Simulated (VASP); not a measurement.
A run of VASP 6.6.1 is set up as follows.

INCAR

```
  PREC = Accurate
  ENCUT = 520
  EDIFF = 1E-6
  ISMEAR = 0
  SIGMA = 0.1
  LREAL = F
  LASPH = T
  NELM = 150
  ALGO = Normal
  ISIF = 2
  LWAVE = F
  LCHARG = F
  ISPIN = 2
  MAGMOM = 0 0 0 0 3 3
  LORBIT = 11
  LMAXMIX = 4
  GGA = PE
  NBANDS = 28
```

Contents of KPOINTS:

```
regular mesh
0
Gamma
  4 4 4
```

File POSCAR:

```
Al2Co
1.0
    0.0000000000      3.4780003900      3.4780003900
    3.4780003900      0.0000000000      3.4780003900
    3.4780003900      3.4780003900      0.0000000000
Al Co
4 2
Direct
    0.1250000000      0.1250000000      0.6250000000
    0.1250000000      0.1250000000      0.1250000000
    0.1250000000      0.6250000000      0.1250000000
    0.6250000000      0.1250000000      0.1250000000
    0.5000000000      0.5000000000      0.5000000000
    0.7500000000      0.7500000000      0.7500000000
```

Potentials or basis: VASP PAW PBE potentials, release 64 (Al, Co).

Run with:

```console
$ cat potpaw_PBE.64/Al/POTCAR potpaw_PBE.64/Co/POTCAR > POTCAR
$ mpirun -np 1 vasp_std > vasp.out
```

Q: Predict the net moment.

A: 1.21 μB per cell.

Q: What does it give for the site moments?

A: Al -0.01; Co +0.68 μB.

Caveat: the k points lie up to 0.39 Å⁻¹ apart.
